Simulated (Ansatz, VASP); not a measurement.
# Na: VASP beside Ansatz

The input INCAR:

```
SYSTEM = Na
  PREC = Accurate
  ENCUT = 500
  EDIFF = 1E-6
  ISMEAR = 0
  SIGMA = 0.1
  LREAL = .FALSE.
  LASPH = .TRUE.
  NELM = 120
  ALGO = Normal
  ISIF = 2
  LWAVE = .FALSE.
  LCHARG = .FALSE.
  GGA = RP
  NBANDS = 10
  GGA_COMPAT = .FALSE.
```

File KPOINTS:

```
regular mesh
0
G
  8 8 8
  0 0 0
```

Contents of POSCAR:

```
Na
1.0
   -2.1040267987      2.1040267987      2.1040267987
    2.1040267987     -2.1040267987      2.1040267987
    2.1040267987      2.1040267987     -2.1040267987
Na
1
Direct
    0.0000000000      0.0000000000      0.0000000000
```

Input for Ansatz:

```yaml
crystal:
  lattice:
    - [-2.1040267987, 2.1040267987, 2.1040267987]
    - [2.1040267987, -2.1040267987, 2.1040267987]
    - [2.1040267987, 2.1040267987, -2.1040267987]
  atoms:
    - { symbol: Na, position: [0.0, 0.0, 0.0] }
basis:
  ecutwfc: 420
kpoints:
  mp_grid: { grid: [8, 8, 8] }
hamiltonian:
  xc: rpbe
scf:
  occupations: { method: gaussian, width: 0.1 }
output:
  forces: true
  stress: true
  eigenvalues: true
  optics: { e_range: [0, 10], sigma: 0.2 }
```

Alike in both runs: task single point; functional RPBE; k mesh 8 × 8 × 8; occupations gaussian, width 0.1 eV; no spin polarisation.

```csv
,VASP,Ansatz
version,VASP 6.6.1,Ansatz 0.2.0
potentials or method,"VASP PAW PBE potentials, release 64 (Na_pv), cutoff 500 eV","scalar-relativistic, plane waves, PAW"
valence electrons in the cell,7,9
```

```tsv
	VASP	Ansatz	Ansatz less VASP
gap on the k mesh at the Fermi level (eV)	none	none	-
pressure (GPa)	0.4	0.5	+0.02
```

VASP's potentials were made for PBE, not for RPBE. A gap of «none» marks a metal or a gap that the smearing closes. VASP's potentials hold 7 valence electrons a cell and Ansatz's 9, so a difference there can come from the potentials and not from the codes. Ansatz's warnings: optics on partly filled bands.
